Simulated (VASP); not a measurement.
# MgO (P6_3/mmc) in VASP: a series of runs

The runs below take MgO through single point, with r2SCAN.

All numbers are computed with VASP 6.6.1; they aren't measurements. Logs are shortened: lines on timing, memory, paths and dates and some standing lists are left out, and cuts for length are marked.

## Step 1: The cell of the first run

It takes space group P6_3/mmc (No. 194, hexagonal). The conventional cell has a = 3.415 Å, b = 3.415 Å, c = 4.093 Å, α = 90.00°, β = 90.00°, γ = 120.00°. Mg (site symmetry -6m2) has 5 O at 1.97 to 2.05 Å within 2.6 Å. Within 2.6 Å of O (site symmetry -6m2) lie 5 Mg at 1.97 to 2.05 Å.

## Step 2: Single point, r2SCAN

POSCAR

```
MgO
1.0
    3.4152073240      0.0000000000      0.0000000000
   -1.7076036621      2.9576563018      0.0000000000
    0.0000000000      0.0000000000      4.0927511408
Mg O
2 2
Direct
    0.6666666700      0.3333333300      0.7500000000
    0.3333333300      0.6666666700      0.2500000000
    0.6666666700      0.3333333300      0.2500000000
    0.3333333300      0.6666666700      0.7500000000
```

INCAR.step1

```
ALGO = Normal ; EDIFF = 1E-4
ENCUT = 520 ; GGA = PE
ISMEAR = 0 ; LASPH = T
LCHARG = F ; LREAL = F
LWAVE = T ; NBANDS = 16
NELM = 80 ; PREC = Accurate
SIGMA = 0.05
```

INCAR.step2

```
ALGO = Normal ; EDIFF = 1E-7
ENCUT = 520 ; ISIF = 2
ISMEAR = 0 ; ISTART = 1
LASPH = T ; LCHARG = F
LMIXTAU = T ; LREAL = F
LWAVE = F ; METAGGA = R2SCAN
NBANDS = 16 ; NELM = 80
PREC = Accurate ; SIGMA = 0.05
```

KPOINTS

```
k-points
0
Gamma
  9 9 8
```

Potentials or basis: VASP PAW PBE potentials, release 64 (Mg, O).

Launch:

```console
$ cat potpaw_PBE.64/Mg/POTCAR potpaw_PBE.64/O/POTCAR > POTCAR
$ cp INCAR.step1 INCAR
$ mpirun -np 1 vasp_std > vasp.out
$ cp INCAR.step2 INCAR
$ mpirun -np 1 vasp_std > vasp.out
```

OUTCAR:

```text
EDIFF = 1E-7
   ENCUT = 520
   ISIF = 2
   ISMEAR = 0
   ISTART = 1
   LASPH = T
   LREAL = F
   METAGGA = R2SCAN
   NELM = 80
   PREC = Accurate

 ion  position               nearest neighbor table
   1  0.667  0.333  0.750-   4 1.97   4 1.97   4 1.97   3 2.05   3 2.05   2 2.84   2 2.84   2 2.84
                             2 2.84   2 2.84   2 2.84
   2  0.333  0.667  0.250-   3 1.97   3 1.97   3 1.97   4 2.05   4 2.05   1 2.84   1 2.84   1 2.84
                             1 2.84   1 2.84   1 2.84
   3  0.667  0.333  0.250-   2 1.97   2 1.97   2 1.97   1 2.05   1 2.05
   4  0.333  0.667  0.750-   1 1.97   1 1.97   1 1.97   2 2.05   2 2.05

  LATTYP: Found a hexagonal cell.
 ALAT       =     3.4152073240
 C/A-ratio  =     1.1983902447

  Lattice vectors:

 A1 = (   3.4152073240,   0.0000000000,   0.0000000000)
 A2 = (  -1.7076036621,   2.9576563018,   0.0000000000)
 A3 = (   0.0000000000,   0.0000000000,   4.0927511408)

Analysis of symmetry for initial positions (statically):
=====================================================================
 Subroutine PRICEL returns:
 Original cell was already a primitive cell.

 Routine SETGRP: Setting up the symmetry group for a
 hexagonal supercell.

 Subroutine GETGRP returns: Found 24 space group operations
 (whereof 12 operations were pure point group operations)
 out of a pool of 24 trial point group operations.

The static configuration has the point symmetry D_3d.
 The point group associated with its full space group is D_6h.

Analysis of symmetry for dynamics (positions and initial velocities):
=====================================================================
 Subroutine PRICEL returns:
 Original cell was already a primitive cell.

 Routine SETGRP: Setting up the symmetry group for a
 hexagonal supercell.

 Subroutine GETGRP returns: Found 24 space group operations
 (whereof 12 operations were pure point group operations)
 out of a pool of 24 trial point group operations.

The dynamic configuration has the point symmetry D_3d.
 The point group associated with its full space group is D_6h.

 Subroutine INISYM returns: Found 24 space group operations
 (whereof 12 operations are pure point group operations),
 and found     1 'primitive' translations

----------------------------------------------------------------------------------------

                                     Primitive cell

  volume of cell :      41.3409

  direct lattice vectors                    reciprocal lattice vectors
     3.415207324  0.000000000  0.000000000     0.292807992  0.169052773  0.000000000
    -1.707603662  2.957656302  0.000000000     0.000000000  0.338105546  0.000000000
     0.000000000  0.000000000  4.092751141     0.000000000  0.000000000  0.244334426

  length of vectors
     3.415207324  3.415207324  4.092751141     0.338105546  0.338105546  0.244334426

  position of ions in fractional coordinates (direct lattice)
     0.666666670  0.333333330  0.750000000
     0.333333330  0.666666670  0.250000000
     0.666666670  0.333333330  0.250000000
     0.333333330  0.666666670  0.750000000

  ion indices of the primitive-cell ions
   primitive index   ion index
                 1           1
                 2           2
                 3           3
                 4           4

----------------------------------------------------------------------------------------

 KPOINTS: k-points

Automatic generation of k-mesh.
 Grid dimensions read from file:
 generate k-points for:    9    9    8

 Generating k-lattice:

  Cartesian coordinates                     Fractional coordinates (reciprocal lattice)
     0.032534221  0.018783641  0.000000000     0.111111111 -0.000000000  0.000000000
     0.000000000  0.037567283  0.000000000     0.000000000  0.111111111  0.000000000
     0.000000000  0.000000000  0.030541803     0.000000000  0.000000000  0.125000000

  Length of vectors
     0.037567283  0.037567283  0.030541803

  Shift w.r.t. Gamma in fractional coordinates (k-lattice)
     0.000000000  0.000000000  0.000000000

 Subroutine IBZKPT returns following result:
 ===========================================

 Found     60 irreducible k-points:

 Following reciprocal coordinates:
            Coordinates               Weight
  0.000000  0.000000  0.000000      1.000000
  0.111111  0.000000  0.000000      6.000000
  0.222222  0.000000  0.000000      6.000000
  0.333333  0.000000  0.000000      6.000000
  0.444444  0.000000  0.000000      6.000000
  0.111111  0.111111  0.000000      6.000000
[... 16 lines left out ...]
  0.333333  0.222222  0.125000     24.000000
  0.333333  0.333333  0.125000      4.000000
 [... further k-points ...]
   k-points           NKPTS =     60   k-points in BZ     NKDIM =     60   number of bands    NBANDS=     16
   number of dos      NEDOS =    301   number of ions     NIONS =      4
   total plane-waves  NPLWV =  23520
   dimension x,y,z NGX =    28 NGY =   28 NGZ =   30
   dimension x,y,z NGXF=    56 NGYF=   56 NGZF=   60
   ions per type =               2   2
   NGX,Y,Z   is equivalent  to a cutoff of  13.63, 13.63, 12.19 a.u.
   NGXF,Y,Z  is equivalent  to a cutoff of  27.26, 27.26, 24.37 a.u.
 SYSTEM =  unknown system
   PREC   = accura    normal or accurate (medium, high low for compatibility)
   ISTART =      1    job   : 0-new  1-cont  2-samecut
   ICHARG =      0    charge: 1-file 2-atom 10-const
   ISPIN  =      1    spin polarized calculation?
   LNONCOLLINEAR =      F non collinear calculations
   LSORBIT =      F    spin-orbit coupling
   LASPH  =      T    aspherical Exc in radial PAW
   ENCUT  =  520.0 eV  38.22 Ry    6.18 a.u.   6.35  6.35  7.61*2*pi/ulx,y,z
   NELM   =     80;   NELMIN=  2; NELMDL=  0     # of ELM steps
   EDIFF  = 0.1E-06   stopping-criterion for ELM
   LREAL  =      F    real-space projection
   EDIFFG = 0.1E-05   stopping-criterion for IOM
   NSW    =      0    number of steps for IOM
   IBRION =     -1    ionic relax: 0-MD 1-quasi-New 2-CG
   NFREE  =      0    steps in history (QN), initial steepest desc. (CG)
   ISIF   =      2    stress and relaxation
   ISYM   =      2    0-nonsym 1-usesym 2-fastsym
   POTIM  = 0.5000    time-step for ionic-motion
   TEBEG  =    0.0;   TEEND  =   0.0 temperature during run
   PSTRESS=    0.0 pullay stress
   NELECT =      16.0000    total number of electrons
   NUPDOWN=      -1.0000    fix difference up-down
   EMIN   =  10.00;   EMAX   =-10.00  energy-range for DOS
   EFERMI =   0.00;   METHOD = LEGACY
   ISMEAR =     0;   SIGMA  =   0.05  broadening in eV -4-tet -1-fermi 0-gaus
   EFERMI_NEDOS =   21; number of points for ismear=-14 and -15
   IALGO  =     38    algorithm
   IMIX   =      4    mixing-type and parameters
     AMIX     =   0.40;   BMIX     =  1.00
     AMIX_MAG =   1.60;   BMIX_MAG =  1.00
  volume/ion in A,a.u.               =      10.34        69.75
  Fermi-wavevector in a.u.,A,eV,Ry     =   1.193039  2.254518 19.365757  1.423343
  Thomas-Fermi vector in A             =   2.329063
   LORBIT       =      0    0 simple, 1 ext, 2 COOP (PROOUT), +10 PAW based schemes
   METAGGA = R2SCAN    functional components
   LHFCALC =     F    Hartree Fock is set to
   AEXX    =    0.0000 exact exchange contribution
   IVDW    =     0    specifies the selected vdW correction
   LEPSILON=     F    determine dielectric tensor
   LRPA    =     F    only Hartree local field effects (RPA)
 non-spin polarized calculation
 Gauss-broadening in eV      SIGMA  =   0.05
  energy-cutoff  :      520.00
  volume of cell :       41.34
 maximum number of plane-waves:      1131
 NGX is ok and might be reduce to    28
   NGX = 13   NGY = 13   NGZ = 15

 number of electron      15.9999996 magnetization

 Free energy of the ion-electron system (eV)
  ---------------------------------------------------
  ext. energy  EPLUGINS =         0.00000000
  ---------------------------------------------------
  free energy    TOTEN  =       -32.00230970 eV

  energy without entropy =      -32.00230970  energy(sigma->0) =      -32.00230970

 E-fermi :   2.3093     XC(G=0): -10.8603

 val. band max:        2.0085191770   @ k =   0.0000   0.0000   0.0000
 cond. band min:       6.4284966477   @ k =   0.0000   0.0000   0.0000
 fundamental gap:      4.4199774707
 Fermi energy:         2.3093336936

 k-point     1 :       0.0000    0.0000    0.0000
  band No.  band energies     occupation
      1     -16.1698      2.00000
      2     -14.6381      2.00000
      3      -1.8967      2.00000
      4       0.1149      2.00000
      5       0.1149      2.00000
      6       1.0928      2.00000
[... 8 lines left out ...]
     15      19.0818      0.00000
     16      19.5288      0.00000

 k-point     2 :       0.1111    0.0000    0.0000
  band No.  band energies     occupation
      1     -16.1031      2.00000
      2     -14.6491      2.00000
      3      -1.7945      2.00000
      4      -0.0869      2.00000
      5       0.0115      2.00000
      6       0.8105      2.00000
[... 8 lines left out ...]
     15      18.5802      0.00000
     16      18.9658      0.00000

 k-point     3 :       0.2222    0.0000    0.0000
  band No.  band energies     occupation
      1     -15.9194      2.00000
      2     -14.6909      2.00000
      3      -1.5013      2.00000
      4      -0.6757      2.00000
      5      -0.2021      2.00000
      6       0.3866      2.00000
[... 8 lines left out ...]
     15      17.8788      0.00000
     16      18.2905      0.00000

 k-point     4 :       0.3333    0.0000    0.0000
  band No.  band energies     occupation
      1     -15.6682      2.00000
      2     -14.7782      2.00000
      3      -1.3369      2.00000
      4      -1.0658      2.00000
      5      -0.3993      2.00000
      6       0.1072      2.00000
[... 8 lines left out ...]
     15      17.7249      0.00000
     16      18.4478      0.00000
[... 324 lines left out ...]
 k-point    22 :       0.2222    0.2222    0.1250
  band No.  band energies     occupation
      1     -15.4996      2.00000
      2     -14.8549      2.00000
      3      -1.4892      2.00000
      4      -1.2524      2.00000
      5      -0.1098      2.00000
      6      -0.1002      2.00000
[... 8 lines left out ...]
     15      17.9716      0.00000
     16      18.9733      0.00000

 k-point    23 :       0.3333    0.2222    0.1250
  band No.  band energies     occupation
      1     -15.2940      2.00000
      2     -14.9730      2.00000
      3      -1.7862      2.00000
      4      -0.9806      2.00000
      5      -0.4811      2.00000
      6       0.1685      2.00000
[... 8 lines left out ...]
     15      17.7827      0.00000
     16      19.2866      0.00000

 k-point    24 :       0.3333    0.3333    0.1250
  band No.  band energies     occupation
      1     -15.1181      2.00000
      2     -15.1181      2.00000
      3      -1.8236      2.00000
      4      -0.7777      2.00000
      5      -0.7777      2.00000
      6       0.5437      2.00000
[... 8 lines left out ...]
     15      17.6128      0.00000
     16      20.1780      0.00000

 [... further k-points ...]
[... 5 lines left out ...]
  --------------------------------------------------------------------------------------
  -------------------------------------------------------------------------------------
  Total        2.2515621      2.2515621      2.5016147     -0.0000000      0.0000000      0.0000000
  in kB       87.2598364     87.2598364     96.9506869     -0.0000000      0.0000000      0.0000000
  external PRESSURE =      90.4901199 kB  Pullay stress =       0.0000000 kB

 VOLUME and BASIS-vectors are now :
 -----------------------------------------------------------------------------
  energy-cutoff  :      520.00
  volume of cell :       41.34
      direct lattice vectors                 reciprocal lattice vectors
     3.415207324  0.000000000  0.000000000     0.292807992  0.169052773  0.000000000
    -1.707603662  2.957656302  0.000000000     0.000000000  0.338105546  0.000000000
     0.000000000  0.000000000  4.092751141     0.000000000  0.000000000  0.244334426

 POSITION                                       TOTAL-FORCE (eV/Angst)
 -----------------------------------------------------------------------------------
      1.70760      0.98589      3.06956        -0.000000      0.000000      0.000000
     -0.00000      1.97177      1.02319         0.000000     -0.000000      0.000000
      1.70760      0.98589      1.02319         0.000000     -0.000000      0.000000
     -0.00000      1.97177      3.06956        -0.000000      0.000000      0.000000
 -----------------------------------------------------------------------------------
    total drift:                               -0.000004      0.000003     -0.000000

  FREE ENERGIE OF THE ION-ELECTRON SYSTEM (eV)
  ---------------------------------------------------
  free  energy   TOTEN  =       -32.0023097011 eV

  energy  without entropy=      -32.0023097011  energy(sigma->0) =      -32.00230970
```

Wall time 1.7 min (1 thread of Intel Xeon Platinum 8488C (Sapphire Rapids), shared host); peak memory 0.19 GiB.

Results:

```
Free energy            : -32.0023 eV
Pressure               : 9.0 GPa
Band gap on the k mesh : 4.42 eV, direct
```

Stress tensor (GPa, compression positive):
```
8.73 0.00 0.00
0.00 8.73 0.00
0.00 0.00 9.70
```

Levels at points of the mesh, in eV from the valence-band top:
```csv
k point,band 5,band 6,band 7,band 8,band 9,band 10,band 11,band 12
"(0.00, 0.00, 0.00)",-1.89,-0.92,-0.92,0.00,4.42,10.93,13.72,13.91
"(0.00, 0.00, 0.50)",-1.43,-1.43,-1.43,-1.43,7.51,7.51,14.28,14.28
```

Caveat: the PAW data sets were made with another functional, which shifts forces and pressure a little. r2SCAN opens gaps a little over a GGA but as a rule still falls short of measured ones.

(Part 1 of 2 ends here.)
